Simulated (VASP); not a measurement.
# Ti2Cl (P-3m1) in VASP: relaxation of cell and atoms with PBE

Aim: the relaxation of cell and atoms of Ti2Cl with PBE.

All numbers are computed with VASP 6.6.1; they aren't measurements. Logs are shortened: lines on timing, memory, paths and dates and some standing lists are left out, and cuts for length are marked.

## Step 1: The cell of the first run

The structure is trigonal, space group P-3m1 (No. 164). The conventional cell has a = 3.105 Å, b = 3.105 Å, c = 13.920 Å, α = 90.00°, β = 90.00°, γ = 120.00°. Ti (site symmetry 3m) has 3 Cl at 2.44 Å and 9 Ti at 2.84 to 3.10 Å within 3.2 Å. Within 3.7 Å of Ti (site symmetry 3m) lie 12 Ti at 2.84 to 3.10 Å. Within 3.2 Å of Cl (site symmetry 3m) lie 3 Ti at 2.44 Å and 6 Cl at 3.10 Å.

## Step 2: Relaxation of cell and atoms, PBE

INCAR

```
SYSTEM = Ti2Cl
PREC = Accurate
ENCUT = 600
EDIFF = 1E-7
ISMEAR = 0
SIGMA = 0.1
LREAL = .FALSE.
LASPH = .TRUE.
NELM = 80
ALGO = Normal
ISIF = 3
LWAVE = .FALSE.
LCHARG = .FALSE.
GGA = PE
IBRION = 2
NSW = 100
EDIFFG = -0.01
```

KPOINTS

```
regular mesh
0
G
  12 12 4
  0 0 0
```

POSCAR

```
Ti2Cl
1.0
    3.1047198465      0.0000000000      0.0000000000
   -1.5523599232      2.6887662587      0.0000000000
    0.0000000000      0.0000000000     13.9200640393
Ti Cl
4 2
Direct
    0.0000000000      0.0000000000      0.7566642129
    0.0000000000      0.0000000000      0.2433357871
    0.3333333333      0.6666666667      0.0847017786
    0.6666666667      0.3333333333      0.9152982214
    0.3333333333      0.6666666667      0.6374952430
    0.6666666667      0.3333333333      0.3625047570
```

Potentials or basis: VASP PAW PBE potentials, release 64 (Ti_sv, Cl).

Run with:

```
$ cat potpaw_PBE.64/Ti_sv/POTCAR potpaw_PBE.64/Cl/POTCAR > POTCAR
$ mpirun -np 1 vasp_std > vasp.out
```

OUTCAR:

```text
SYSTEM = Ti2Cl
   PREC = Accurate
   ENCUT = 600
   EDIFF = 1E-7
   ISMEAR = 0
   LREAL = .FALSE.
   LASPH = .TRUE.
   NELM = 80
   ISIF = 3
   GGA = PE
   IBRION = 2
   NSW = 100
   EDIFFG = -0.01

 ion  position               nearest neighbor table
   1  0.000  0.000  0.757-   5 2.44   5 2.44   5 2.44   4 2.84   4 2.84   4 2.84
   2  0.000  0.000  0.243-   6 2.44   6 2.44   6 2.44   3 2.84   3 2.84   3 2.84
   3  0.333  0.667  0.085-   2 2.84   2 2.84   2 2.84
   4  0.667  0.333  0.915-   1 2.84   1 2.84   1 2.84
   5  0.333  0.667  0.637-   1 2.44   1 2.44   1 2.44
   6  0.667  0.333  0.363-   2 2.44   2 2.44   2 2.44

  LATTYP: Found a hexagonal cell.
 ALAT       =     3.1047198465
 C/A-ratio  =     4.4835169444

  Lattice vectors:

 A1 = (   3.1047198465,   0.0000000000,   0.0000000000)
 A2 = (  -1.5523599232,   2.6887662587,   0.0000000000)
 A3 = (   0.0000000000,   0.0000000000,  13.9200640393)

Analysis of symmetry for initial positions (statically):
=====================================================================
 Subroutine PRICEL returns:
 Original cell was already a primitive cell.

 Routine SETGRP: Setting up the symmetry group for a
 hexagonal supercell.

 Subroutine GETGRP returns: Found 12 space group operations
 (whereof 12 operations were pure point group operations)
 out of a pool of 24 trial point group operations.

The static configuration has the point symmetry D_3d.

Analysis of symmetry for dynamics (positions and initial velocities):
=====================================================================
 Subroutine PRICEL returns:
 Original cell was already a primitive cell.

 Routine SETGRP: Setting up the symmetry group for a
 hexagonal supercell.

 Subroutine GETGRP returns: Found 12 space group operations
 (whereof 12 operations were pure point group operations)
 out of a pool of 24 trial point group operations.

The dynamic configuration has the point symmetry D_3d.

 Subroutine INISYM returns: Found 12 space group operations
 (whereof 12 operations are pure point group operations),
 and found     1 'primitive' translations

----------------------------------------------------------------------------------------

                                     Primitive cell

  volume of cell :     116.2028

  direct lattice vectors                    reciprocal lattice vectors
     3.104719847  0.000000000  0.000000000     0.322090253  0.185958894  0.000000000
[... 104 lines left out ...]
   PSTRESS=    0.0 pullay stress
   NELECT =      62.0000    total number of electrons
   NUPDOWN=      -1.0000    fix difference up-down
   EMIN   =  10.00;   EMAX   =-10.00  energy-range for DOS
   EFERMI =   0.00;   METHOD = LEGACY
   ISMEAR =     0;   SIGMA  =   0.10  broadening in eV -4-tet -1-fermi 0-gaus
   EFERMI_NEDOS =   21; number of points for ismear=-14 and -15
   IALGO  =     38    algorithm
   IMIX   =      4    mixing-type and parameters
     AMIX     =   0.40;   BMIX     =  1.00
     AMIX_MAG =   1.60;   BMIX_MAG =  1.00
  volume/ion in A,a.u.               =      19.37       130.70
  Fermi-wavevector in a.u.,A,eV,Ry     =   1.327802  2.509181 23.987845  1.763057
  Thomas-Fermi vector in A             =   2.457087
   LORBIT       =      0    0 simple, 1 ext, 2 COOP (PROOUT), +10 PAW based schemes
   GGA     = PE    functional components
   LHFCALC =     F    Hartree Fock is set to
   AEXX    =    0.0000 exact exchange contribution
   IVDW    =     0    specifies the selected vdW correction
   LEPSILON=     F    determine dielectric tensor
   LRPA    =     F    only Hartree local field effects (RPA)
 conjugate gradient relaxation of ions
 non-spin polarized calculation
 Gauss-broadening in eV      SIGMA  =   0.10
  energy-cutoff  :      600.00
  volume of cell :      116.20
 maximum number of plane-waves:      3919
 NGX is ok and might be reduce to    28
   NGX = 13   NGY = 13   NGZ = 55

--------------------------------------- Ionic step        1  -------------------------------------------

 number of electron      61.9999996 magnetization

 Free energy of the ion-electron system (eV)
  ---------------------------------------------------
  ext. energy  EPLUGINS =         0.00000000
  ---------------------------------------------------
  free energy    TOTEN  =       -39.25548627 eV

  energy without entropy =      -39.22498121  energy(sigma->0) =      -39.24023374

------------------------ aborting loop because EDIFF is reached ----------------------------------------

  FORCE on cell =-STRESS in cart. coord.  units (eV):
  Direction    XX          YY          ZZ          XY          YZ          ZX
  --------------------------------------------------------------------------------------
  -------------------------------------------------------------------------------------
  Total        0.0848411      0.0848411     -0.0423811      0.0000000     -0.0000000      0.0000000
  in kB        1.1697687      1.1697687     -0.5843412      0.0000000     -0.0000000      0.0000000
  external PRESSURE =       0.5850654 kB  Pullay stress =       0.0000000 kB
[... 227 lines left out ...]
--------------------------------------- Ionic step        7  -------------------------------------------

 number of electron      61.9999995 magnetization

 Free energy of the ion-electron system (eV)
  ---------------------------------------------------
  ext. energy  EPLUGINS =         0.00000000
  ---------------------------------------------------
  free energy    TOTEN  =       -39.25650946 eV

  energy without entropy =      -39.22641875  energy(sigma->0) =      -39.24146410

 E-fermi :   6.5573     XC(G=0): -10.3220

 val. band max:        6.5196303839   @ k =   0.2500   0.2500   0.0000
 cond. band min:       6.5692793058   @ k =   0.2500   0.2500   0.0000
 fundamental gap:      0.0496489219
 Fermi energy:         6.5572825049

 k-point     1 :       0.0000    0.0000    0.0000
  band No.  band energies     occupation
      1     -50.6341      2.00000
      2     -50.6337      2.00000
      3     -50.2456      2.00000
      4     -50.1980      2.00000
      5     -27.0268      2.00000
      6     -27.0029      2.00000
[... 949 lines left out ...]
     36       7.5490      0.00000
     37       7.7181      0.00000

 [... further k-points ...]

------------------------ aborting loop because EDIFF is reached ----------------------------------------

  FORCE on cell =-STRESS in cart. coord.  units (eV):
  Direction    XX          YY          ZZ          XY          YZ          ZX
  --------------------------------------------------------------------------------------
  -------------------------------------------------------------------------------------
  Total       -0.0177932     -0.0177932      0.0502832     -0.0000000      0.0000000     -0.0000000
  in kB       -0.2452405     -0.2452405      0.6930441     -0.0000000      0.0000000     -0.0000000
  external PRESSURE =       0.0675211 kB  Pullay stress =       0.0000000 kB
[... 21 lines left out ...]
  FREE ENERGIE OF THE ION-ELECTRON SYSTEM (eV)
  ---------------------------------------------------
  free  energy   TOTEN  =       -39.2565094639 eV

  energy  without entropy=      -39.2264187452  energy(sigma->0) =      -39.24146410

 reached required accuracy - stopping structural energy minimisation
```

CONTCAR:

```text
Ti2Cl
   1.00000000000000
     3.1069084239051636    0.0000000000000406    0.0000000000000000
    -1.5534542119025114    2.6906616223309938   -0.0000000000000000
     0.0000000000000002   -0.0000000000000000   13.9054557039715441
  Ti              Cl
     4     2
Direct
     1.0000000000000000    0.0000000000000000    0.7572576714809016
     0.0000000000000000    1.0000000000000000    0.2427423285190984
     0.3333333332999970    0.6666666667000030    0.0847518046061142
     0.6666666667000030    0.3333333332999970    0.9152481953938857
     0.3333333332999970    0.6666666667000030    0.6375956786917897
     0.6666666667000030    0.3333333332999970    0.3624043213082174

  0.00000000E+00  0.00000000E+00  0.00000000E+00
  0.00000000E+00  0.00000000E+00  0.00000000E+00
  0.00000000E+00  0.00000000E+00  0.00000000E+00
  0.00000000E+00  0.00000000E+00  0.00000000E+00
  0.00000000E+00  0.00000000E+00  0.00000000E+00
  0.00000000E+00  0.00000000E+00  0.00000000E+00
```

It took 68 min on 1 thread of Intel Xeon 8259CL, shared host; peak memory 0.49 GiB.

What came out:

```
Free energy                           : -39.2565 eV
Relaxed volume                        : 19.37 Å³/atom
Relaxed cell                          : a = 3.107 Å, b = 3.107 Å, c = 13.905 Å, α = 90.00°, β = 90.00°, γ = 120.00°
Space group after relaxing (to 0.1 Å) : P-3m1 (No. 164)
Energy gained by relaxing             : 0.2 meV/atom
Ionic steps                           : 7
Pressure after relaxing               : 0.0 GPa
Largest force after relaxing          : 0.010 eV/Å
Band gap on the k mesh                : zero (bands 31 and 32 overlap by 0.63 eV)
```

Forces in eV/Å, atoms in the order of the input:
```
Ti   0.000  0.000  0.010
Ti   0.000  0.000 -0.010
Ti   0.000  0.000 -0.003
Ti   0.000  0.000  0.003
Cl   0.000  0.000  0.008
Cl   0.000  0.000 -0.008
```

The path:
| step | energy change (eV) | largest force (eV/Å) | pressure (GPa) | volume (Å³) |
| --- | --- | --- | --- | --- |
| 1 | 0.0000 | 0.1117 | 0.06 | 116.20 |
| 2 | -0.0008 | 0.0244 | -0.10 | 116.32 |
| 3 | -0.0008 | 0.0248 | -0.11 | 116.32 |
| 4 | -0.0009 | 0.0127 | 0.06 | 116.12 |
| 5 | -0.0009 | 0.0125 | 0.02 | 116.17 |
| 6 | -0.0010 | 0.0113 | 0.02 | 116.19 |
| 7 | -0.0010 | 0.0098 | 0.01 | 116.24 |

Final structure:
```cif
data_structure
_symmetry_space_group_name_H-M 'P 1'
_symmetry_Int_Tables_number 1
_cell_length_a 3.1069
_cell_length_b 3.1069
_cell_length_c 13.9055
_cell_angle_alpha 90.000
_cell_angle_beta 90.000
_cell_angle_gamma 120.000
_cell_volume 116.24
loop_
_atom_site_label
_atom_site_type_symbol
_atom_site_fract_x
_atom_site_fract_y
_atom_site_fract_z
_atom_site_occupancy
Ti1 Ti 0.00000 0.00000 0.75726 1
Ti2 Ti 0.00000 0.00000 0.24274 1
Ti3 Ti 0.33333 0.66667 0.08475 1
Ti4 Ti 0.66667 0.33333 0.91525 1
Cl1 Cl 0.33333 0.66667 0.63760 1
Cl2 Cl 0.66667 0.33333 0.36240 1
```

Caveat: this functional lacks dispersion, which binds layers or chains, so the pressure and a relaxed spacing across them are unreliable.

The gap in the log of VASP goes by the Fermi energy; the results here count the filled bands.